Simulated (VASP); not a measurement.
A run of VASP 6.6.1:

The input INCAR:

```
PREC = Accurate ; ENCUT = 520
EDIFF = 1E-6 ; ISMEAR = 0
SIGMA = 0.01 ; LREAL = Auto
LASPH = T ; NELM = 150
ALGO = Normal ; ISIF = 2
LWAVE = F ; LCHARG = F
ISPIN = 2 ; MAGMOM = 0.091 0.091 0.091 0 0.091 0 0 0 0.091 0 0.091 0.091 0.091 0.091 0 0.091 0.091
LORBIT = 11 ; GGA = PE
NBANDS = 52
```

Contents of KPOINTS:

```
Automatic mesh
0
Gamma
  2 2 2
```

File POSCAR:

```
LiSi16
1.0
    0.0000000000      5.4700937642     -5.4700937642
    5.4700937642      5.4700937642      0.0000000000
    5.4700937642      0.0000000000     -5.4700937642
Si Li
16 1
Direct
    0.1301136100      0.1241888127      0.1279485403
    0.1268028235      0.6144218817      0.1312143702
    0.6170220887      0.1241932813      0.1279002196
    0.6259156065      0.6241407382      0.1232463002
    0.1267694044      0.1275216914      0.6181179283
    0.1221221520      0.6233226127      0.6270379219
    0.6259084349      0.1195301714      0.6278659440
    0.6267404859      0.6233242343      0.6270283387
    0.2521867527      0.7455664400      0.2533027809
    0.2501965932      0.2475910304      0.2512923414
    0.7481884890      0.7455852107      0.2532834861
    0.7490957351      0.2486448120      0.2523785259
    0.2512440095      0.7465137335      0.7502160238
    0.2521635580      0.2495876756      0.7493121830
    0.7501704368      0.7475769809      0.7512959424
    0.7481665265      0.2495875926      0.7492848320
    0.0002226311     -0.0023823344      0.0012901763
```

Potentials or basis: VASP PAW PBE potentials, release 64 (Si, Li_sv).

Command:

```console
$ cat potpaw_PBE.64/Si/POTCAR potpaw_PBE.64/Li_sv/POTCAR > POTCAR
$ mpirun -np 1 vasp_std > vasp.out
```

Hardware: 1 thread of Intel(R) Xeon(R) Platinum 8259CL CPU @ 2.50GHz (Skylake/Cascade Lake) (shared host).

How long does it take, and how much memory?

Wall time 7.2 min on 1 thread of Intel(R) Xeon(R) Platinum 8259CL CPU @ 2.50GHz (Skylake/Cascade Lake), with other jobs on the host, peak memory 0.71 GiB. Counts: scf iterations 15, k points 8.
